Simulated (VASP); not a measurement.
# TiB18N18 (a cell with a defect) (Ti interstitial hop between voids) in VASP: further runs

TiB18N18 (a cell with a defect) (Ti interstitial hop between voids) is run at these levels: PBE; tasks: single point.

Everything below comes from runs of VASP 6.6.1. Logs are shortened: lines on timing, memory, paths and dates and some standing lists are left out, and cuts for length are marked.

## 1. The cell of the first run

The cell holds a defect, 37 atoms: a = 7.465 Å, b = 7.465 Å, c = 6.495 Å, α = 90.00°, β = 90.00°, γ = 120.00°.

## 2. Single point, PBE

INCAR reads:

```
SYSTEM = TiB18N18
PREC     = Accurate       ! precision mode
ENCUT    = 520            ! plane-wave cutoff, eV
EDIFF    = 1E-6           ! SCF threshold, eV
ISMEAR   = -1             ! smearing method
SIGMA    = 0.01           ! smearing width, eV
LREAL    = Auto         
LASPH    = .True.         ! aspherical terms in the spheres
NELM     = 120            ! most SCF steps
ALGO     = Normal         ! electronic algorithm
ISIF     = 2              ! what is computed and relaxed
LWAVE    = .False.        ! write WAVECAR
LCHARG   = .True.         ! write CHGCAR
GGA      = PE             ! functional
LELF     = .True.         ! ELF
LVHAR    = .True.       
NBANDS   = 102            ! bands
GGA_COMPAT= .False.
```

KPOINTS reads:

```
Automatic mesh
0
Gamma
  1 1 1
  0 0 0
```

POSCAR reads:

```
TiB18N18
1.0
    7.4650312809      0.0000000000      0.0000000000
   -3.7325156404      6.4649067293      0.0000000000
    0.0000000000      0.0000000000      6.4954828800
B N Ti
18 18 1
Direct
    0.1111262523      0.2232499652      0.2446692402
    0.2228342064      0.1100375868      0.7585417547
    0.1111234616      0.5546277481      0.2446264918
    0.2206637041      0.4432695319      0.7591612067
    0.1132989114      0.8900260459      0.2440940498
    0.2228429606      0.7786631300      0.7586482046
    0.4443263393      0.2210351069      0.2441898919
    0.5542220697      0.1100366801      0.7585321578
    0.4416786559      0.5541963503      0.2337241528
    0.5537896488      0.4405251999      0.7685826371
    0.4443347422      0.8900312458      0.2441527832
    0.5538281222      0.7791231450      0.7691257040
    0.7797422386      0.2232494943      0.2446596739
    0.8896404042      0.1122517721      0.7591106197
    0.7801321640      0.5541647856      0.2340761030
    0.8896390451      0.4432629262      0.7590339854
    0.7801807317      0.8927771722      0.2346066874
    0.8922925756      0.7790963538      0.7694289665
    0.1110926961      0.2218407078      0.7560788212
    0.2228737296      0.1114546332      0.2472651103
    0.1110872548      0.5551301157      0.7561316715
    0.2198333366      0.4432925153      0.2433667342
    0.1141306182      0.8899984283      0.7598757593
    0.2228838273      0.7781663796      0.2471521816
    0.4428532060      0.2186789047      0.7596917942
    0.5561972214      0.1114610127      0.2473351819
    0.4446117729      0.5552480495      0.7746551443
    0.5562671382      0.4449326596      0.2281880107
    0.4428797440      0.8900145594      0.7598118332
    0.5562905390      0.7780606809      0.2284282686
    0.7777741010      0.2218309583      0.7558528066
    0.8911103166      0.1146100218      0.2434547981
    0.7776849218      0.5552338150      0.7746943698
    0.8910849730      0.4432756869      0.2434111087
    0.7776921345      0.8883515674      0.7749606972
    0.8893570467      0.7780519157      0.2286209963
    0.6669442869      0.6666217423      0.5015986771
```

Potentials or basis: VASP PAW PBE potentials, release 64 (B, N, Ti_sv).

On the command line:

```console
$ cat potpaw_PBE.64/B/POTCAR potpaw_PBE.64/N/POTCAR potpaw_PBE.64/Ti_sv/POTCAR > POTCAR
$ mpirun -np 1 vasp_gam > vasp.out
```

OUTCAR:

```text
SYSTEM = TiB18N18
   PREC = Accurate
   ENCUT = 520
   EDIFF = 1E-6
   ISMEAR = -1
   LREAL = Auto
   LASPH = .True.
   NELM = 120
   ISIF = 2
   GGA = PE

 ion  position               nearest neighbor table
   1  0.111  0.223  0.245-  32 1.42  22 1.42  20 1.45
   2  0.223  0.110  0.759-  25 1.42  23 1.42  19 1.45
   3  0.111  0.555  0.245-  34 1.42  22 1.42  24 1.45
   4  0.221  0.443  0.759-  19 1.43  21 1.43  27 1.45
   5  0.113  0.890  0.244-  20 1.43  24 1.43  36 1.45
   6  0.223  0.779  0.759-  29 1.42  23 1.42  21 1.45
   7  0.444  0.221  0.244-  26 1.43  20 1.43  28 1.45
   8  0.554  0.110  0.759-  25 1.42  29 1.42  31 1.45
   9  0.442  0.554  0.234-  22 1.44  28 1.45  30 1.45  37 2.27
  10  0.554  0.441  0.769-  25 1.44  33 1.45  27 1.45  37 2.27
  11  0.444  0.890  0.244-  26 1.43  24 1.43  30 1.45
  12  0.554  0.779  0.769-  29 1.44  35 1.45  27 1.45  37 2.27
  13  0.780  0.223  0.245-  32 1.42  34 1.42  26 1.45
  14  0.890  0.112  0.759-  31 1.43  19 1.43  35 1.45
  15  0.780  0.554  0.234-  34 1.44  28 1.45  36 1.45  37 2.27
  16  0.890  0.443  0.759-  31 1.43  21 1.43  33 1.45
  17  0.780  0.893  0.235-  32 1.44  30 1.45  36 1.45  37 2.27
  18  0.892  0.779  0.769-  23 1.44  35 1.45  33 1.45  37 2.27
  19  0.111  0.222  0.756-   4 1.43  14 1.43   2 1.45
  20  0.223  0.111  0.247-   5 1.43   7 1.43   1 1.45
  21  0.111  0.555  0.756-   4 1.43  16 1.43   6 1.45
  22  0.220  0.443  0.243-   1 1.42   3 1.42   9 1.44
  23  0.114  0.890  0.760-   2 1.42   6 1.42  18 1.44
  24  0.223  0.778  0.247-   5 1.43  11 1.43   3 1.45
  25  0.443  0.219  0.760-   8 1.42   2 1.42  10 1.44
  26  0.556  0.111  0.247-  11 1.43   7 1.43  13 1.45
  27  0.445  0.555  0.775-  12 1.45  10 1.45   4 1.45  37 2.28
  28  0.556  0.445  0.228-   9 1.45  15 1.45   7 1.45  37 2.28
  29  0.443  0.890  0.760-   8 1.42   6 1.42  12 1.44
  30  0.556  0.778  0.228-   9 1.45  17 1.45  11 1.45  37 2.28
  31  0.778  0.222  0.756-  16 1.43  14 1.43   8 1.45
  32  0.891  0.115  0.243-  13 1.42   1 1.42  17 1.44
  33  0.778  0.555  0.775-  18 1.45  10 1.45  16 1.45  37 2.28
  34  0.891  0.443  0.243-  13 1.42   3 1.42  15 1.44
  35  0.778  0.888  0.775-  18 1.45  12 1.45  14 1.45  37 2.28
  36  0.889  0.778  0.229-  15 1.45  17 1.45   5 1.45  37 2.28
  37  0.667  0.667  0.502-  10 2.27  17 2.27  12 2.27  15 2.27   9 2.27  18 2.27  35 2.28  28 2.28
                            33 2.28  30 2.28  36 2.28  27 2.28

  LATTYP: Found a hexagonal cell.
 ALAT       =     7.4650312809
 C/A-ratio  =     0.8701213211

  Lattice vectors:

 A1 = (   7.4650312809,   0.0000000000,   0.0000000000)
 A2 = (  -3.7325156404,   6.4649067293,   0.0000000000)
 A3 = (   0.0000000000,   0.0000000000,   6.4954828800)

Analysis of symmetry for initial positions (statically):
=====================================================================
 Subroutine PRICEL returns:
 Original cell was already a primitive cell.

 Routine SETGRP: Setting up the symmetry group for a
 hexagonal supercell.

 Subroutine GETGRP returns: Found  1 space group operations
 (whereof  1 operations were pure point group operations)
 out of a pool of 24 trial point group operations.

The static configuration has the point symmetry C_1 .

Analysis of symmetry for dynamics (positions and initial velocities):
=====================================================================
 Subroutine PRICEL returns:
 Original cell was already a primitive cell.

 Routine SETGRP: Setting up the symmetry group for a
 hexagonal supercell.

 Subroutine GETGRP returns: Found  1 space group operations
 (whereof  1 operations were pure point group operations)
 out of a pool of 24 trial point group operations.

The dynamic configuration has the point symmetry C_1 .

 Subroutine INISYM returns: Found  1 space group operations
 (whereof  1 operations are pure point group operations),
 and found     1 'primitive' translations

----------------------------------------------------------------------------------------

                                     Primitive cell

[... 43 lines left out ...]
   NFREE  =      0    steps in history (QN), initial steepest desc. (CG)
   ISIF   =      2    stress and relaxation
   ISYM   =      2    0-nonsym 1-usesym 2-fastsym
   POTIM  = 0.5000    time-step for ionic-motion
   TEBEG  =    0.0;   TEEND  =   0.0 temperature during run
   PSTRESS=    0.0 pullay stress
   NELECT =     156.0000    total number of electrons
   NUPDOWN=      -1.0000    fix difference up-down
   EMIN   =  10.00;   EMAX   =-10.00  energy-range for DOS
   EFERMI =   0.00;   METHOD = LEGACY
   ISMEAR =    -1;   SIGMA  =   0.01  broadening in eV -4-tet -1-fermi 0-gaus
   EFERMI_NEDOS =   21; number of points for ismear=-14 and -15
   IALGO  =     38    algorithm
   IMIX   =      4    mixing-type and parameters
     AMIX     =   0.40;   BMIX     =  1.00
     AMIX_MAG =   1.60;   BMIX_MAG =  1.00
  volume/ion in A,a.u.               =       8.47        57.17
  Fermi-wavevector in a.u.,A,eV,Ry     =   1.297322  2.451584 22.899223  1.683045
  Thomas-Fermi vector in A             =   2.428722
   LORBIT       =      0    0 simple, 1 ext, 2 COOP (PROOUT), +10 PAW based schemes
   GGA     = PE    functional components
[... 5 lines left out ...]
 non-spin polarized calculation
  energy-cutoff  :      520.00
  volume of cell :      313.48
 maximum number of plane-waves:      4207
 NGX is ok and might be reduce to    54
   NGX = 27   NGY = 27   NGZ = 25

 number of electron     156.0000000 magnetization

 Free energy of the ion-electron system (eV)
  ---------------------------------------------------
  ext. energy  EPLUGINS =         0.00000000
  ---------------------------------------------------
  free energy    TOTEN  =      -316.82965567 eV

  energy without entropy =     -316.82965567  energy(sigma->0) =     -316.82965567

 E-fermi :   6.1454     XC(G=0): -10.5502

 val. band max:        5.9088784367   @ k =   0.0000   0.0000   0.0000
 cond. band min:       6.3772770079   @ k =   0.0000   0.0000   0.0000
 fundamental gap:      0.4683985712
 Fermi energy:         6.1453567486

 k-point     1 :       0.0000    0.0000    0.0000
  band No.  band energies     occupation
      1     -50.4447      2.00000
      2     -27.4530      2.00000
      3     -26.6448      2.00000
      4     -26.6331      2.00000
      5     -14.8572      2.00000
      6     -14.4074      2.00000
[... 82 lines left out ...]
     89       9.9141      0.00000
     90      10.2196      0.00000
 [bands above 90 left out]

------------------------ aborting loop because EDIFF is reached ----------------------------------------

  FORCE on cell =-STRESS in cart. coord.  units (eV):
  Direction    XX          YY          ZZ          XY          YZ          ZX
  --------------------------------------------------------------------------------------
  -------------------------------------------------------------------------------------
  Total       31.8462037     31.8549811     17.9740953     -0.0028675     -0.0238490     -0.0063803
  in kB      162.7657085    162.8105697     91.8654664     -0.0146560     -0.1218921     -0.0326095
  external PRESSURE =     139.1472482 kB  Pullay stress =       0.0000000 kB

 VOLUME and BASIS-vectors are now :
 -----------------------------------------------------------------------------
  energy-cutoff  :      520.00
  volume of cell :      313.48
      direct lattice vectors                 reciprocal lattice vectors
     7.465031281  0.000000000  0.000000000     0.133957912  0.077340636  0.000000000
    -3.732515640  6.464906729  0.000000000     0.000000000  0.154681273  0.000000000
     0.000000000  0.000000000  6.495482880     0.000000000  0.000000000  0.153953142

 POSITION                                       TOTAL-FORCE (eV/Angst)
 -----------------------------------------------------------------------------------
     -0.00372      1.44329      1.58924         0.001934      0.000753     -0.003065
      1.25275      0.71138      4.92709        -0.000606      0.001121      0.005185
     -1.24062      3.58562      1.58897        -0.000612      0.001139     -0.001837
     -0.00725      2.86570      4.93112         0.000591      0.002309      0.004344
     -2.47626      5.75394      1.58551         0.001004     -0.002235      0.001321
     -1.24284      5.03398      4.92779         0.000877      0.000419     -0.001267
[... 29 lines left out ...]
      3.73499      5.03003      1.48500         0.007791      0.004461     -0.007827
      2.49058      4.30965      3.25813        -0.000220      0.007361      0.002531
 -----------------------------------------------------------------------------------
    total drift:                               -0.000819      0.004716      0.000931

  FREE ENERGIE OF THE ION-ELECTRON SYSTEM (eV)
  ---------------------------------------------------
  free  energy   TOTEN  =      -316.8296556691 eV

  energy  without entropy=     -316.8296556691  energy(sigma->0) =     -316.82965567
```

It took 44 s on 1 thread of Intel Xeon 6975P-C (Granite Rapids), shared host; peak memory 0.35 GiB.

Results:

| Property | Result |
| --- | --- |
| Free energy | -316.8297 eV |
| Pressure | 13.9 GPa |
| Largest force | 0.021 eV/Å |
| Band gap on the k mesh | 0.47 eV |

Forces in eV/Å, atoms in the order of the input:
```
B    0.002  0.001 -0.003
B   -0.001  0.001  0.005
B   -0.001  0.001 -0.002
B    0.001  0.002  0.004
B    0.001 -0.002  0.001
B    0.001  0.000 -0.001
B    0.000  0.000 -0.007
B    0.003 -0.001 -0.001
B   -0.017 -0.012 -0.004
B   -0.002 -0.016  0.010
B    0.000 -0.003 -0.007
B   -0.017  0.010  0.006
B   -0.002  0.003 -0.001
B   -0.001 -0.002  0.001
B    0.018 -0.010 -0.006
B    0.001  0.003  0.006
B    0.002  0.013 -0.012
B    0.015  0.010  0.005
N    0.003 -0.004 -0.007
N   -0.004  0.002  0.004
N   -0.001  0.003 -0.005
N    0.003  0.001 -0.001
N   -0.001 -0.001  0.001
N    0.000 -0.004  0.003
N    0.000  0.009  0.000
N    0.003  0.003  0.004
N   -0.007 -0.008  0.005
N    0.001 -0.012 -0.008
N    0.003 -0.002  0.004
N   -0.010  0.007 -0.006
N   -0.005 -0.003 -0.001
N    0.000 -0.007  0.002
N    0.007 -0.008  0.008
N   -0.004  0.002 -0.002
N    0.000  0.012  0.010
N    0.008  0.004 -0.008
Ti   0.000  0.007  0.003
```

Stress tensor (GPa, compression positive):
```
16.28  0.00  0.00
 0.00 16.28 -0.01
 0.00 -0.01  9.19
```

Levels at points of the mesh, in eV from the valence-band top:
```csv
k point,band 74,band 75,band 76,band 77,band 78,band 79,band 80,band 81,band 82,band 83
"(0.00, 0.00, 0.00)",-3.02,-2.93,-2.92,-0.01,0.00,0.47,2.09,2.10,2.17,2.17
```

Caveat: the k points lie up to 0.97 Å⁻¹ apart.

(Part 1 of 2 ends here.)
